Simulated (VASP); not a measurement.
# ReS (Fm-3m) in VASP: relaxation of cell and atoms with PBE

Aim: the relaxation of cell and atoms of ReS with PBE.

All numbers are computed with VASP 6.6.1; they aren't measurements. Logs are shortened: lines on timing, memory, paths and dates and some standing lists are left out, and cuts for length are marked.

## 1. The cell of the first run

It takes space group Fm-3m (No. 225, cubic). Conventional cell: a = 4.944 Å, b = 4.944 Å, c = 4.944 Å, α = 90.00°, β = 90.00°, γ = 90.00°. Re (site symmetry m-3m) has 6 S at 2.47 Å within 3.3 Å. S (site symmetry m-3m) has 6 Re at 2.47 Å within 3.3 Å.

## 2. Relaxation of cell and atoms, PBE, collinear spin

INCAR

```
SYSTEM = ReS
PREC = Accurate
ENCUT = 600
EDIFF = 1E-6
ISMEAR = 0
SIGMA = 0.1
LREAL = .FALSE.
LASPH = .TRUE.
NELM = 150
ALGO = Normal
ISIF = 3
LWAVE = .FALSE.
LCHARG = .FALSE.
ISPIN = 2
MAGMOM = 0.92 0
LORBIT = 11
LMAXMIX = 4
GGA = PE
IBRION = 2
NSW = 100
EDIFFG = -0.01
```

KPOINTS

```
regular mesh
0
G
  20 20 20
  0 0 0
```

POSCAR

```
ReS
1.0
    0.0000000000      2.4718244287      2.4718244287
    2.4718244287      0.0000000000      2.4718244287
    2.4718244287      2.4718244287      0.0000000000
Re S
1 1
Direct
    0.0000000000      0.0000000000      0.0000000000
    0.5000000000      0.5000000000      0.5000000000
```

Potentials or basis: VASP PAW PBE potentials, release 64 (Re, S).

Launch:

```bash
cat potpaw_PBE.64/Re/POTCAR potpaw_PBE.64/S/POTCAR > POTCAR
mpirun -np 1 vasp_std > vasp.out
```

OUTCAR:

```text
SYSTEM = ReS
   PREC = Accurate
   ENCUT = 600
   EDIFF = 1E-6
   ISMEAR = 0
   LREAL = .FALSE.
   LASPH = .TRUE.
   NELM = 150
   ISIF = 3
   ISPIN = 2
   LORBIT = 11
   GGA = PE
   IBRION = 2
   NSW = 100
   EDIFFG = -0.01

 ion  position               nearest neighbor table
   1  0.000  0.000  0.000-   2 2.47   2 2.47   2 2.47   2 2.47   2 2.47   2 2.47
   2  0.500  0.500  0.500-   1 2.47   1 2.47   1 2.47   1 2.47   1 2.47   1 2.47

  LATTYP: Found a face centered cubic cell.
 ALAT       =     4.9436488574

  Lattice vectors:

 A1 = (   0.0000000000,   2.4718244287,   2.4718244287)
 A2 = (   2.4718244287,   0.0000000000,   2.4718244287)
 A3 = (   2.4718244287,   2.4718244287,   0.0000000000)

Analysis of symmetry for initial positions (statically):
=====================================================================
 Subroutine PRICEL returns:
 Original cell was already a primitive cell.

 Routine SETGRP: Setting up the symmetry group for a
 face centered cubic supercell.

 Subroutine GETGRP returns: Found 48 space group operations
 (whereof 48 operations were pure point group operations)
 out of a pool of 48 trial point group operations.

The static configuration has the point symmetry O_h .

Analysis of symmetry for dynamics (positions and initial velocities):
=====================================================================
 Subroutine PRICEL returns:
 Original cell was already a primitive cell.

 Routine SETGRP: Setting up the symmetry group for a
 face centered cubic supercell.

 Subroutine GETGRP returns: Found 48 space group operations
 (whereof 48 operations were pure point group operations)
 out of a pool of 48 trial point group operations.

The dynamic configuration has the point symmetry O_h .

Analysis of structural, dynamic, and magnetic symmetry:
=====================================================================
 Subroutine PRICEL returns:
 Original cell was already a primitive cell.

 Routine SETGRP: Setting up the symmetry group for a
 face centered cubic supercell.

 Subroutine GETGRP returns: Found 48 space group operations
 (whereof 48 operations were pure point group operations)
 out of a pool of 48 trial point group operations.

The overall configuration has the point symmetry O_h .

 Subroutine INISYM returns: Found 48 space group operations
 (whereof 48 operations are pure point group operations),
 and found     1 'primitive' translations

----------------------------------------------------------------------------------------

                                     Primitive cell

  volume of cell :      30.2053

  direct lattice vectors                    reciprocal lattice vectors
     0.000000000  2.471824429  2.471824429    -0.202279739  0.202279739  0.202279739
     2.471824429  0.000000000  2.471824429     0.202279739 -0.202279739  0.202279739
     2.471824429  2.471824429  0.000000000     0.202279739  0.202279739 -0.202279739

  length of vectors
     3.495687631  3.495687631  3.495687631     0.350358785  0.350358785  0.350358785

  position of ions in fractional coordinates (direct lattice)
     0.000000000  0.000000000  0.000000000
     0.500000000  0.500000000  0.500000000

  ion indices of the primitive-cell ions
   primitive index   ion index
                 1           1
                 2           2

----------------------------------------------------------------------------------------

 KPOINTS: regular mesh

Automatic generation of k-mesh.
 Grid dimensions read from file:
 generate k-points for:   20   20   20

 Generating k-lattice:

  Cartesian coordinates                     Fractional coordinates (reciprocal lattice)
    -0.010113987  0.010113987  0.010113987     0.050000000  0.000000000  0.000000000
     0.010113987 -0.010113987  0.010113987     0.000000000  0.050000000  0.000000000
     0.010113987  0.010113987 -0.010113987     0.000000000  0.000000000  0.050000000

  Length of vectors
     0.017517939  0.017517939  0.017517939

  Shift w.r.t. Gamma in fractional coordinates (k-lattice)
     0.000000000  0.000000000  0.000000000

 Subroutine IBZKPT returns following result:
 ===========================================

 Found    256 irreducible k-points:

 Following reciprocal coordinates:
            Coordinates               Weight
  0.000000  0.000000  0.000000      1.000000
  0.050000  0.000000  0.000000      8.000000
  0.100000  0.000000  0.000000      8.000000
  0.150000  0.000000  0.000000      8.000000
  0.200000  0.000000  0.000000      8.000000
  0.250000  0.000000  0.000000      8.000000
[... 16 lines left out ...]
 -0.400000  0.050000  0.000000     24.000000
 -0.350000  0.050000  0.000000     24.000000
 [... further k-points ...]
   k-points           NKPTS =    256   k-points in BZ     NKDIM =    256   number of bands    NBANDS=     10
   number of dos      NEDOS =    301   number of ions     NIONS =      2
   total plane-waves  NPLWV =  21952
   dimension x,y,z NGX =    28 NGY =   28 NGZ =   28
   dimension x,y,z NGXF=    56 NGYF=   56 NGZF=   56
   ions per type =               1   1
   NGX,Y,Z   is equivalent  to a cutoff of  13.32, 13.32, 13.32 a.u.
   NGXF,Y,Z  is equivalent  to a cutoff of  26.63, 26.63, 26.63 a.u.
 SYSTEM =  ReS
   PREC   = accura    normal or accurate (medium, high low for compatibility)
   ISTART =      0    job   : 0-new  1-cont  2-samecut
   ICHARG =      2    charge: 1-file 2-atom 10-const
   ISPIN  =      2    spin polarized calculation?
   LNONCOLLINEAR =      F non collinear calculations
   LSORBIT =      F    spin-orbit coupling
   LASPH  =      T    aspherical Exc in radial PAW
   ENCUT  =  600.0 eV  44.10 Ry    6.64 a.u.   6.98  6.98  6.98*2*pi/ulx,y,z
   NELM   =    150;   NELMIN=  2; NELMDL= -5     # of ELM steps
   EDIFF  = 0.1E-05   stopping-criterion for ELM
   LREAL  =      F    real-space projection
   EDIFFG = -.1E-01   stopping-criterion for IOM
   NSW    =    100    number of steps for IOM
   IBRION =      2    ionic relax: 0-MD 1-quasi-New 2-CG
   NFREE  =      1    steps in history (QN), initial steepest desc. (CG)
   ISIF   =      3    stress and relaxation
   ISYM   =      2    0-nonsym 1-usesym 2-fastsym
   POTIM  = 0.5000    time-step for ionic-motion
   TEBEG  =    0.0;   TEEND  =   0.0 temperature during run
   PSTRESS=    0.0 pullay stress
   NELECT =      13.0000    total number of electrons
   NUPDOWN=      -1.0000    fix difference up-down
   EMIN   =  10.00;   EMAX   =-10.00  energy-range for DOS
   EFERMI =   0.00;   METHOD = LEGACY
   ISMEAR =     0;   SIGMA  =   0.10  broadening in eV -4-tet -1-fermi 0-gaus
   EFERMI_NEDOS =   21; number of points for ismear=-14 and -15
   IALGO  =     38    algorithm
   IMIX   =      4    mixing-type and parameters
     AMIX     =   0.40;   BMIX     =  1.00
     AMIX_MAG =   1.60;   BMIX_MAG =  1.00
  volume/ion in A,a.u.               =      15.10       101.92
  Fermi-wavevector in a.u.,A,eV,Ry     =   1.236028  2.335754 20.786510  1.527765
  Thomas-Fermi vector in A             =   2.370653
   LORBIT       =     11    0 simple, 1 ext, 2 COOP (PROOUT), +10 PAW based schemes
   GGA     = PE    functional components
   LHFCALC =     F    Hartree Fock is set to
   AEXX    =    0.0000 exact exchange contribution
   IVDW    =     0    specifies the selected vdW correction
   LEPSILON=     F    determine dielectric tensor
   LRPA    =     F    only Hartree local field effects (RPA)
 conjugate gradient relaxation of ions
 spin polarized calculation
 Gauss-broadening in eV      SIGMA  =   0.10
  energy-cutoff  :      600.00
  volume of cell :       30.21
 maximum number of plane-waves:      1036
   NGX = 13   NGY = 13   NGZ = 13

--------------------------------------- Ionic step        1  -------------------------------------------

 number of electron      13.0000000 magnetization       1.0752801

 Free energy of the ion-electron system (eV)
  ---------------------------------------------------
  ext. energy  EPLUGINS =         0.00000000
  ---------------------------------------------------
  free energy    TOTEN  =       -14.50894206 eV

  energy without entropy =      -14.49570025  energy(sigma->0) =      -14.50232116

------------------------ aborting loop because EDIFF is reached ----------------------------------------

  FORCE on cell =-STRESS in cart. coord.  units (eV):
  Direction    XX          YY          ZZ          XY          YZ          ZX
  --------------------------------------------------------------------------------------
  -------------------------------------------------------------------------------------
  Total        0.1463920      0.1463920      0.1463920     -0.0000000      0.0000000      0.0000000
  in kB        7.7650650      7.7650650      7.7650650     -0.0000000      0.0000000      0.0000000
  external PRESSURE =       7.7650650 kB  Pullay stress =       0.0000000 kB
[... 57 lines left out ...]
  energy  without entropy=      -14.4954102446  energy(sigma->0) =      -14.50210773

--------------------------------------- Ionic step        3  -------------------------------------------

 number of electron      13.0000001 magnetization       1.1268395

 Free energy of the ion-electron system (eV)
  ---------------------------------------------------
  ext. energy  EPLUGINS =         0.00000000
  ---------------------------------------------------
  free energy    TOTEN  =       -14.50928298 eV

  energy without entropy =      -14.49603219  energy(sigma->0) =      -14.50265759

 E-fermi :   8.8566     XC(G=0): -12.3250

 val. band max:        8.8529217487   @ k =  -0.4000   0.4000   0.0500
 cond. band min:       8.8582796701   @ k =  -0.4000   0.2000   0.0000
 fundamental gap:      0.0053579214
 Fermi energy:         8.8566009393

 spin component 1

 k-point     1 :       0.0000    0.0000    0.0000
  band No.  band energies     occupation
      1      -8.0231      1.00000
      2       5.8021      1.00000
      3       5.8022      1.00000
      4       5.8022      1.00000
      5       5.8228      1.00000
      6       5.8228      1.00000
      7       5.8228      1.00000
      8       6.2716      1.00000
      9       6.2717      1.00000
     10      11.0174      0.00000
[... 287 lines left out ...]
 k-point    24 :      -0.3500    0.0500    0.0000
  band No.  band energies     occupation
      1      -6.3255      1.00000
      2       0.2628      1.00000
      3       2.3504      1.00000
      4       2.4775      1.00000
      5       7.5426      1.00000
      6       7.6561      1.00000
      7       8.1680      1.00000
      8      11.5775      0.00000
      9      12.6851      0.00000
     10      12.8306      0.00000

 [... further k-points ...]

 spin component 2

 k-point     1 :       0.0000    0.0000    0.0000
  band No.  band energies     occupation
      1      -7.9225      1.00000
      2       5.8639      1.00000
      3       5.8639      1.00000
      4       5.8639      1.00000
      5       6.4751      1.00000
      6       6.4751      1.00000
      7       6.4751      1.00000
      8       6.7519      1.00000
      9       6.7519      1.00000
     10      11.3374      0.00000
[... 328 lines left out ...]
  FREE ENERGIE OF THE ION-ELECTRON SYSTEM (eV)
  ---------------------------------------------------
  free  energy   TOTEN  =       -14.5092829849 eV

  energy  without entropy=      -14.4960321910  energy(sigma->0) =      -14.50265759

 reached required accuracy - stopping structural energy minimisation

 total charge

# of ion       s       p       d       tot
------------------------------------------
    1        0.469   0.387   4.959   5.815
    2        1.306   2.345   0.000   3.651
--------------------------------------------------
tot          1.775   2.732   4.959   9.467

 magnetization (x)

# of ion       s       p       d       tot
------------------------------------------
    1        0.062   0.006   0.988   1.057
    2        0.004   0.004   0.000   0.007
--------------------------------------------------
tot          0.066   0.010   0.988   1.064
```

Run time: 12 min. Hardware: 1 thread of Oxide Virtual Turin-like, shared host; peak memory 0.29 GiB.

What came out:

```yaml
Free_energy: -14.5093 eV
Relaxed_volume: 15.18 Å³/atom
Relaxed_cell: a = 3.501 Å, b = 3.501 Å, c = 3.501 Å, α = 60.00°, β = 60.00°, γ = 60.00°
Space_group_after_relaxing_to_0.1_Å: Fm-3m (No. 225)
Energy_gained_by_relaxing: 0.2 meV/atom
Ionic_steps: 3
Pressure_after_relaxing: 0.0 GPa
Net_moment: 1.13 μB per cell
Site_moments: Re +1.06; S +0.01 μB
Valence_electrons_inside_the_program's_atomic_spheres: Re 5.82; S 3.65
```

The path:
| step | energy change (eV) | largest force (eV/Å) | pressure (GPa) | volume (Å³) |
| --- | --- | --- | --- | --- |
| 1 | 0.0000 | 0.0000 | 0.78 | 30.21 |
| 2 | 0.0001 | 0.0000 | -0.86 | 30.53 |
| 3 | -0.0003 | 0.0000 | 0.03 | 30.35 |

Final structure:
```
CELL_PARAMETERS angstrom
0.00000 2.47577 2.47577
2.47577 0.00000 2.47577
2.47577 2.47577 0.00000
ATOMIC_POSITIONS crystal
Re 0.00000 0.00000 0.00000
S 0.50000 0.50000 0.50000
```

Caveat: spin-orbit coupling is left out, which moves the levels of the heavy elements.
